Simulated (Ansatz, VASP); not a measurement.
Al: VASP beside Ansatz

POSCAR

```
Al
1.0
    0.0000000000      2.0248050000      2.0248050000
    2.0248050000      0.0000000000      2.0248050000
    2.0248050000      2.0248050000      0.0000000000
Al
1
Direct
    0.0000000000      0.0000000000      0.0000000000
```

INCAR.step1

```
  PREC = Accurate
  ENCUT = 550
  ISMEAR = 0
  SIGMA = 0.1
  LREAL = F
  LASPH = T
  NELM = 120
  GGA = PE
  ALGO = Normal
  EDIFF = 1E-5
  LWAVE = T
  LCHARG = F
  GGA_COMPAT = F
  IBRION = 2
  ISIF = 3
  EDIFFG = -0.005
  NELMIN = 4
  NSW = 100
```

The input INCAR.step2:

```
  PREC = Accurate
  ENCUT = 550
  EDIFF = 1E-7
  ISMEAR = 0
  SIGMA = 0.1
  LREAL = F
  LASPH = T
  NELM = 120
  ALGO = Normal
  ISIF = 3
  LWAVE = F
  LCHARG = F
  METAGGA = R2SCAN
  LMIXTAU = T
  LUSE_VDW = T
  IVDW_NL = 2
  BPARAM = 11.95
  CPARAM = 0.0093
  IBRION = 2
  NSW = 100
  EDIFFG = -0.002
  ISTART = 1
  GGA_COMPAT = F
  NELMIN = 4
```

KPOINTS

```
Automatic mesh
0
Gamma
  18 18 18
```

Input for Ansatz:

```yaml
crystal:
  lattice:
    - [0.0, 2.024805, 2.024805]
    - [2.024805, 0.0, 2.024805]
    - [2.024805, 2.024805, 0.0]
  atoms:
    - { symbol: Al, position: [0.0, 0.0, 0.0] }
basis:
  ecutwfc: 500
kpoints:
  mp_grid: { grid: [18, 18, 18] }
hamiltonian:
  xc: r2scan
  dispersion: rvv10
scf:
  occupations: { method: gaussian, width: 0.1 }
output:
  forces: true
  stress: true
  eigenvalues: true
  write_density: true
  write_potential: true
  elf: true
  volumetric_format: npy
relax:
  adjacent_minimum: "off"
  f_tol: 0.002
  max_steps: 80
  cell: { stress_tol: 0.02 }
```

Alike in both runs: task relaxation of cell and atoms; functional r2SCAN; dispersion rVV10; k mesh 18 × 18 × 18; occupations gaussian, width 0.1 eV; no spin polarisation.

|  | VASP | Ansatz |
| --- | --- | --- |
| version | VASP 6.6.1 | Ansatz 0.2.0 |
| potentials or method | VASP PAW PBE potentials, release 64 (Al), cutoff 550 eV | scalar-relativistic, plane waves, PAW |
| valence electrons in the cell | 3 | 3 |

Ansatz gave:

- gap on the k mesh at the Fermi level, each at its own relaxed structure (eV): none
- relaxed volume (Å³/atom): 15.85
- relaxed cell length with the largest relative difference (Å): 2.820

Q: What did VASP give for the same quantities?

A: gap on the k mesh at the Fermi level, each at its own relaxed structure (eV): none; relaxed volume (Å³/atom): 15.80; relaxed cell length with the largest relative difference (Å): 2.817.

VASP's potentials were made for PBE, not for r2SCAN. A gap of «none» marks a metal or a gap that the smearing closes.
